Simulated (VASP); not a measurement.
# AlCu3 (Fm-3m) in VASP: notebook

The runs below take AlCu3 through single point, relaxation of cell and atoms, with PBEsol.

Program: VASP 6.6.1. These are calculated values, not measurements. Logs are shortened: lines on timing, memory, paths and dates and some standing lists are left out, and cuts for length are marked.

## 1. The cell of the first run

It takes space group Fm-3m (No. 225, cubic). Conventional cell: a = 5.742 Å, b = 5.742 Å, c = 5.742 Å, α = 90.00°, β = 90.00°, γ = 90.00°. Al (site symmetry m-3m) has 14 Cu at 2.49 to 2.87 Å within 3.3 Å. Within 3.3 Å of Cu (site symmetry m-3m) lie 8 Cu at 2.49 Å and 6 Al at 2.87 Å. Within 3.3 Å of Cu (site symmetry -43m) lie 4 Al at 2.49 Å and 10 Cu at 2.49 to 2.87 Å.

## 2. Single point, PBEsol

INCAR reads:

```
PREC     = Accurate       # precision mode
ENCUT    = 520            # plane-wave cutoff, eV
EDIFF    = 1E-6           # SCF threshold, eV
ISMEAR   = 0              # smearing method
SIGMA    = 0.1            # smearing width, eV
LREAL    = False          # projectors in reciprocal space
LASPH    = True           # aspherical terms in the spheres
NELM     = 60             # most SCF steps
ALGO     = Fast           # electronic algorithm
ISIF     = 2              # what is computed and relaxed
LWAVE    = False          # write WAVECAR
LCHARG   = False          # write CHGCAR
GGA      = PS             # functional
NBANDS   = 26             # bands
```

KPOINTS reads:

```
regular mesh
0
Gamma
  12 12 12
```

POSCAR reads:

```
AlCu3
1.0
    0.0000000000      2.8712030895      2.8712030895
    2.8712030895      0.0000000000      2.8712030895
    2.8712030895      2.8712030895      0.0000000000
Al Cu
1 3
Direct
    0.0000000000      0.0000000000      0.0000000000
    0.5000000000      0.5000000000      0.5000000000
    0.2500000000      0.2500000000      0.2500000000
    0.7500000000      0.7500000000      0.7500000000
```

Potentials or basis: VASP PAW PBE potentials, release 64 (Al, Cu).

Started as:

```
$ cat potpaw_PBE.64/Al/POTCAR potpaw_PBE.64/Cu/POTCAR > POTCAR
$ mpirun -np 1 vasp_std > vasp.out
```

OUTCAR:

```text
PREC = Accurate
   ENCUT = 520
   EDIFF = 1E-6
   ISMEAR = 0
   LREAL = False
   LASPH = True
   NELM = 60
   ISIF = 2
   GGA = PS

 ion  position               nearest neighbor table
   1  0.000  0.000  0.000-   4 2.49   4 2.49   4 2.49   3 2.49   4 2.49   3 2.49   3 2.49   3 2.49
                             2 2.87   2 2.87   2 2.87   2 2.87   2 2.87   2 2.87
   2  0.500  0.500  0.500-   3 2.49   3 2.49   3 2.49   3 2.49   4 2.49   4 2.49   4 2.49   4 2.49
                             1 2.87   1 2.87   1 2.87   1 2.87   1 2.87   1 2.87
   3  0.250  0.250  0.250-   1 2.49   1 2.49   1 2.49   1 2.49   2 2.49   2 2.49   2 2.49   2 2.49

   4  0.750  0.750  0.750-   2 2.49   2 2.49   2 2.49   1 2.49   2 2.49   1 2.49   1 2.49   1 2.49

  LATTYP: Found a face centered cubic cell.
 ALAT       =     5.7424061790

  Lattice vectors:

 A1 = (   0.0000000000,   2.8712030895,   2.8712030895)
 A2 = (   2.8712030895,   0.0000000000,   2.8712030895)
 A3 = (   2.8712030895,   2.8712030895,   0.0000000000)

Analysis of symmetry for initial positions (statically):
=====================================================================
 Subroutine PRICEL returns:
 Original cell was already a primitive cell.

 Routine SETGRP: Setting up the symmetry group for a
 face centered cubic supercell.

 Subroutine GETGRP returns: Found 48 space group operations
 (whereof 48 operations were pure point group operations)
 out of a pool of 48 trial point group operations.

The static configuration has the point symmetry O_h .

Analysis of symmetry for dynamics (positions and initial velocities):
=====================================================================
 Subroutine PRICEL returns:
 Original cell was already a primitive cell.

 Routine SETGRP: Setting up the symmetry group for a
 face centered cubic supercell.

 Subroutine GETGRP returns: Found 48 space group operations
 (whereof 48 operations were pure point group operations)
 out of a pool of 48 trial point group operations.

The dynamic configuration has the point symmetry O_h .

 Subroutine INISYM returns: Found 48 space group operations
 (whereof 48 operations are pure point group operations),
 and found     1 'primitive' translations

----------------------------------------------------------------------------------------

                                     Primitive cell

  volume of cell :      47.3393

  direct lattice vectors                    reciprocal lattice vectors
     0.000000000  2.871203089  2.871203089    -0.174143028  0.174143028  0.174143028
     2.871203089  0.000000000  2.871203089     0.174143028 -0.174143028  0.174143028
     2.871203089  2.871203089  0.000000000     0.174143028  0.174143028 -0.174143028

  length of vectors
     4.060494349  4.060494349  4.060494349     0.301624572  0.301624572  0.301624572

  position of ions in fractional coordinates (direct lattice)
     0.000000000  0.000000000  0.000000000
     0.500000000  0.500000000  0.500000000
     0.250000000  0.250000000  0.250000000
     0.750000000  0.750000000  0.750000000

  ion indices of the primitive-cell ions
   primitive index   ion index
                 1           1
                 2           2
                 3           3
                 4           4

----------------------------------------------------------------------------------------

 KPOINTS: regular mesh

Automatic generation of k-mesh.
 Grid dimensions read from file:
 generate k-points for:   12   12   12

 Generating k-lattice:

  Cartesian coordinates                     Fractional coordinates (reciprocal lattice)
    -0.014511919  0.014511919  0.014511919     0.083333333  0.000000000  0.000000000
     0.014511919 -0.014511919  0.014511919     0.000000000  0.083333333  0.000000000
     0.014511919  0.014511919 -0.014511919     0.000000000  0.000000000  0.083333333

  Length of vectors
     0.025135381  0.025135381  0.025135381

  Shift w.r.t. Gamma in fractional coordinates (k-lattice)
     0.000000000  0.000000000  0.000000000

 Subroutine IBZKPT returns following result:
 ===========================================

 Found     72 irreducible k-points:

 Following reciprocal coordinates:
            Coordinates               Weight
  0.000000  0.000000  0.000000      1.000000
  0.083333  0.000000  0.000000      8.000000
  0.166667  0.000000  0.000000      8.000000
  0.250000  0.000000  0.000000      8.000000
  0.333333  0.000000  0.000000      8.000000
  0.416667  0.000000  0.000000      8.000000
[... 16 lines left out ...]
  0.500000  0.166667  0.000000     24.000000
 -0.416667  0.166667  0.000000     24.000000
 [... further k-points ...]
   k-points           NKPTS =     72   k-points in BZ     NKDIM =     72   number of bands    NBANDS=     26
   number of dos      NEDOS =    301   number of ions     NIONS =      4
   total plane-waves  NPLWV =  27000
   dimension x,y,z NGX =    30 NGY =   30 NGZ =   30
   dimension x,y,z NGXF=    60 NGYF=   60 NGZF=   60
   ions per type =               1   3
   NGX,Y,Z   is equivalent  to a cutoff of  12.28, 12.28, 12.28 a.u.
   NGXF,Y,Z  is equivalent  to a cutoff of  24.57, 24.57, 24.57 a.u.
 SYSTEM =  unknown system
   PREC   = accura    normal or accurate (medium, high low for compatibility)
   ISTART =      0    job   : 0-new  1-cont  2-samecut
   ICHARG =      2    charge: 1-file 2-atom 10-const
   ISPIN  =      1    spin polarized calculation?
   LNONCOLLINEAR =      F non collinear calculations
   LSORBIT =      F    spin-orbit coupling
   LASPH  =      T    aspherical Exc in radial PAW
   ENCUT  =  520.0 eV  38.22 Ry    6.18 a.u.   7.55  7.55  7.55*2*pi/ulx,y,z
   NELM   =     60;   NELMIN=  2; NELMDL= -5     # of ELM steps
   EDIFF  = 0.1E-05   stopping-criterion for ELM
   LREAL  =      F    real-space projection
   EDIFFG = 0.1E-04   stopping-criterion for IOM
   NSW    =      0    number of steps for IOM
   IBRION =     -1    ionic relax: 0-MD 1-quasi-New 2-CG
   NFREE  =      0    steps in history (QN), initial steepest desc. (CG)
   ISIF   =      2    stress and relaxation
   ISYM   =      2    0-nonsym 1-usesym 2-fastsym
   POTIM  = 0.5000    time-step for ionic-motion
   TEBEG  =    0.0;   TEEND  =   0.0 temperature during run
   PSTRESS=    0.0 pullay stress
   NELECT =      36.0000    total number of electrons
   NUPDOWN=      -1.0000    fix difference up-down
   EMIN   =  10.00;   EMAX   =-10.00  energy-range for DOS
   EFERMI =   0.00;   METHOD = LEGACY
   ISMEAR =     0;   SIGMA  =   0.10  broadening in eV -4-tet -1-fermi 0-gaus
   EFERMI_NEDOS =   21; number of points for ismear=-14 and -15
   IALGO  =     68    algorithm
   IMIX   =      4    mixing-type and parameters
     AMIX     =   0.40;   BMIX     =  1.00
     AMIX_MAG =   1.60;   BMIX_MAG =  1.00
  volume/ion in A,a.u.               =      11.83        79.87
  Fermi-wavevector in a.u.,A,eV,Ry     =   1.494291  2.823800 30.380512  2.232905
  Thomas-Fermi vector in A             =   2.606582
   LORBIT       =      0    0 simple, 1 ext, 2 COOP (PROOUT), +10 PAW based schemes
   GGA     = PS    functional components
   LHFCALC =     F    Hartree Fock is set to
   AEXX    =    0.0000 exact exchange contribution
   IVDW    =     0    specifies the selected vdW correction
   LEPSILON=     F    determine dielectric tensor
   LRPA    =     F    only Hartree local field effects (RPA)
 non-spin polarized calculation
 RMM-DIIS sequential band-by-band and
 Gauss-broadening in eV      SIGMA  =   0.10
  energy-cutoff  :      520.00
  volume of cell :       47.34
 maximum number of plane-waves:      1303
   NGX = 15   NGY = 15   NGZ = 15

 number of electron      35.9999997 magnetization

 Free energy of the ion-electron system (eV)
  ---------------------------------------------------
  ext. energy  EPLUGINS =         0.00000000
  ---------------------------------------------------
  free energy    TOTEN  =       -17.72546389 eV

  energy without entropy =      -17.72057795  energy(sigma->0) =      -17.72302092

 E-fermi :   8.7435     XC(G=0): -12.5660

 val. band max:        8.7139329653   @ k =   0.3333   0.2500   0.0833
 cond. band min:       8.7501741766   @ k =  -0.1667   0.1667   0.0000
 fundamental gap:      0.0362412113
 Fermi energy:         8.7435287099

 k-point     1 :       0.0000    0.0000    0.0000
  band No.  band energies     occupation
      1      -1.9993      2.00000
      2       3.9462      2.00000
      3       3.9462      2.00000
      4       4.0400      2.00000
      5       4.0400      2.00000
      6       4.0400      2.00000
[... 18 lines left out ...]
     25      15.6422      0.00000
     26      15.6422      0.00000

 k-point     2 :       0.0833    0.0000    0.0000
  band No.  band energies     occupation
      1      -1.9017      2.00000
      2       3.9192      2.00000
      3       3.9192      2.00000
      4       4.0003      2.00000
      5       4.1101      2.00000
      6       4.1101      2.00000
[... 18 lines left out ...]
     25      15.3449      0.00000
     26      15.5831      0.00000

 k-point     3 :       0.1667    0.0000    0.0000
  band No.  band energies     occupation
      1      -1.6108      2.00000
      2       3.8834      2.00000
      3       3.9107      2.00000
      4       3.9107      2.00000
      5       4.2399      2.00000
      6       4.2399      2.00000
[... 18 lines left out ...]
     25      15.2214      0.00000
     26      16.0120      0.00000

 k-point     4 :       0.2500    0.0000    0.0000
  band No.  band energies     occupation
      1      -1.1337      2.00000
      2       3.6344      2.00000
      3       3.9421      2.00000
      4       3.9421      2.00000
      5       4.3825      2.00000
      6       4.3825      2.00000
[... 18 lines left out ...]
     25      15.9971      0.00000
     26      17.0063      0.00000
[... 496 lines left out ...]
      1       0.0802      2.00000
      2       2.8791      2.00000
      3       3.8466      2.00000
      4       4.2469      2.00000
      5       4.2997      2.00000
      6       4.5016      2.00000
[... 18 lines left out ...]
     25      19.3512      0.00000
     26      20.4065      0.00000

 k-point    23 :       0.5000    0.1667    0.0000
  band No.  band energies     occupation
      1       0.8769      2.00000
      2       2.1490      2.00000
      3       3.7978      2.00000
      4       4.2562      2.00000
      5       4.2946      2.00000
      6       4.5487      2.00000
[... 18 lines left out ...]
     25      19.3376      0.00000
     26      20.7889      0.00000

 k-point    24 :      -0.4167    0.1667    0.0000
  band No.  band energies     occupation
      1       1.1249      2.00000
      2       1.9139      2.00000
      3       3.8208      2.00000
      4       4.1929      2.00000
      5       4.2788      2.00000
      6       4.5747      2.00000
[... 18 lines left out ...]
     25      18.0011      0.00000
     26      19.2763      0.00000

 [... further k-points ...]

------------------------ aborting loop because EDIFF is reached ----------------------------------------

  FORCE on cell =-STRESS in cart. coord.  units (eV):
  Direction    XX          YY          ZZ          XY          YZ          ZX
  --------------------------------------------------------------------------------------
  -------------------------------------------------------------------------------------
  Total        0.7849450      0.7849450      0.7849450     -0.0000000     -0.0000000     -0.0000000
  in kB       26.5661181     26.5661181     26.5661181     -0.0000000     -0.0000000     -0.0000000
  external PRESSURE =      26.5661181 kB  Pullay stress =       0.0000000 kB

 VOLUME and BASIS-vectors are now :
 -----------------------------------------------------------------------------
  energy-cutoff  :      520.00
  volume of cell :       47.34
      direct lattice vectors                 reciprocal lattice vectors
     0.000000000  2.871203089  2.871203089    -0.174143028  0.174143028  0.174143028
     2.871203089  0.000000000  2.871203089     0.174143028 -0.174143028  0.174143028
     2.871203089  2.871203089  0.000000000     0.174143028  0.174143028 -0.174143028

 POSITION                                       TOTAL-FORCE (eV/Angst)
 -----------------------------------------------------------------------------------
      0.00000      0.00000      0.00000         0.000000     -0.000000     -0.000000
      2.87120      2.87120      2.87120         0.000000     -0.000000     -0.000000
      1.43560      1.43560      1.43560        -0.000000     -0.000000     -0.000000
      4.30680      4.30680      4.30680         0.000000      0.000000      0.000000
 -----------------------------------------------------------------------------------
    total drift:                                0.000000     -0.000000      0.000000

  FREE ENERGIE OF THE ION-ELECTRON SYSTEM (eV)
  ---------------------------------------------------
  free  energy   TOTEN  =       -17.7254638898 eV

  energy  without entropy=      -17.7205779458  energy(sigma->0) =      -17.72302092
```

Run time: 3.1 min. Hardware: 1 thread of Intel Xeon 8259CL, shared host; peak memory 0.21 GiB.

Results:

```yaml
Free_energy: -17.7255 eV
Pressure: 2.7 GPa
Band_gap_on_the_k_mesh: zero (bands 18 and 19 overlap by 5.90 eV)
```

Levels at points of the mesh, in eV from the Fermi level:
| k point | band 15 | band 16 | band 17 | band 18 | band 19 | band 20 | band 21 | band 22 |
| --- | --- | --- | --- | --- | --- | --- | --- | --- |
| (0.00, 0.00, 0.00) | -2.51 | -2.51 | 3.79 | 3.79 | 3.79 | 4.23 | 4.23 | 4.23 |
| (0.50, 0.00, 0.00) | -2.46 | -2.46 | -2.17 | 2.70 | 2.70 | 2.98 | 2.98 | 3.73 |
| (0.50, 0.50, 0.00) | -2.37 | -2.32 | -2.19 | -2.19 | -2.12 | 2.04 | 2.44 | 11.01 |

Caveat: the PAW data sets were made with another functional, which shifts forces and pressure a little.

## 3. Single point, PBEsol

This run uses another cell than the first one, of 12.15 Å³/atom.

INCAR reads:

```
PREC = Accurate ; ENCUT = 520
EDIFF = 1E-6 ; ISMEAR = 0
SIGMA = 0.1 ; LREAL = F
LASPH = T ; NELM = 100
ALGO = Normal ; ISIF = 2
LWAVE = F ; LCHARG = F
GGA = PS ; NBANDS = 26
```

KPOINTS is that of step 2.

POSCAR reads:

```
AlCu3
1.0
    0.0000000000      2.8965683159      2.8965683159
    2.8965683159      0.0000000000      2.8965683159
    2.8965683159      2.8965683159      0.0000000000
Al Cu
1 3
Direct
    0.0000000000      0.0000000000      0.0000000000
    0.5000000000      0.5000000000      0.5000000000
    0.2500000000      0.2500000000      0.2500000000
    0.7500000000      0.7500000000      0.7500000000
```

Potentials or basis: VASP PAW PBE potentials, release 64 (Al, Cu).

Started as:

```
$ cat potpaw_PBE.64/Al/POTCAR potpaw_PBE.64/Cu/POTCAR > POTCAR
$ mpirun -np 1 vasp_std > vasp.out
```

Wall time 2.8 min (1 thread of Intel Xeon 8259CL, shared host); peak memory 0.22 GiB.

It converged, with:

| Property | Result |
| --- | --- |
| Free energy | -17.7299 eV |
| Pressure | -1.3 GPa |
| Band gap on the k mesh | zero (bands 18 and 19 overlap by 5.84 eV) |

Levels at points of the mesh, in eV from the Fermi level:
| k point | band 14 | band 15 | band 16 | band 17 | band 18 | band 19 | band 20 | band 21 | band 22 | band 23 |
| --- | --- | --- | --- | --- | --- | --- | --- | --- | --- | --- |
| (0.00, 0.00, 0.00) | -2.58 | -2.45 | -2.45 | 3.76 | 3.76 | 3.76 | 4.14 | 4.14 | 4.14 | 5.08 |
| (0.50, 0.00, 0.00) | -2.56 | -2.41 | -2.41 | -2.13 | 2.69 | 2.69 | 2.92 | 2.92 | 3.60 | 5.51 |
| (0.50, 0.50, 0.00) | -2.32 | -2.32 | -2.28 | -2.11 | -2.11 | -2.08 | 1.97 | 2.32 | 10.86 | 10.86 |

Caveat: the PAW data sets were made with another functional, which shifts forces and pressure a little.

## 4. Single point, PBEsol

This run uses another cell than the first one, of 10.06 Å³/atom.

INCAR reads:

```
PREC = Accurate ; ENCUT = 520
EDIFF = 1E-6 ; ISMEAR = 0
SIGMA = 0.1 ; LREAL = False
LASPH = True ; NELM = 100
ALGO = Normal ; ISIF = 2
LWAVE = False ; LCHARG = False
GGA = PS ; NBANDS = 26
```

KPOINTS reads:

```
regular mesh
0
Gamma
  14 14 14
```

POSCAR reads:

```
AlCu3
1.0
    0.0000000000      2.7200740689      2.7200740689
    2.7200740689      0.0000000000      2.7200740689
    2.7200740689      2.7200740689      0.0000000000
Al Cu
1 3
Direct
    0.0000000000      0.0000000000      0.0000000000
    0.5000000000      0.5000000000      0.5000000000
    0.2500000000      0.2500000000      0.2500000000
    0.7500000000      0.7500000000      0.7500000000
```

Started as:

```
$ cat potpaw_PBE.64/Al/POTCAR potpaw_PBE.64/Cu/POTCAR > POTCAR
$ mpirun -np 1 vasp_std > vasp.out
```

Run time: 4 min. Hardware: 1 thread of Intel Xeon 8259CL, shared host; peak memory 0.23 GiB.

The run converged. Its results:

```
Free energy            : -16.8812 eV
Pressure               : 40.7 GPa
Band gap on the k mesh : zero (bands 18 and 19 overlap by 6.32 eV)
```

Levels at points of the mesh, in eV from the Fermi level:
```tsv
k point	band 16	band 17	band 18	band 19	band 20	band 21
(0.00, 0.00, 0.00)	-2.95	3.93	3.93	3.93	4.78	4.78
(0.50, 0.00, 0.00)	-2.88	-2.51	2.72	2.72	3.39	3.39
(0.50, 0.50, 0.00)	-2.77	-2.77	-2.69	-2.39	2.46	3.16
```

Caveat: the cell stands under pressure; the PAW data sets were made with another functional, which shifts forces and pressure a little.

[end of part 1 of 2]

The gap in the log of VASP goes by the Fermi energy; the results here count the filled bands.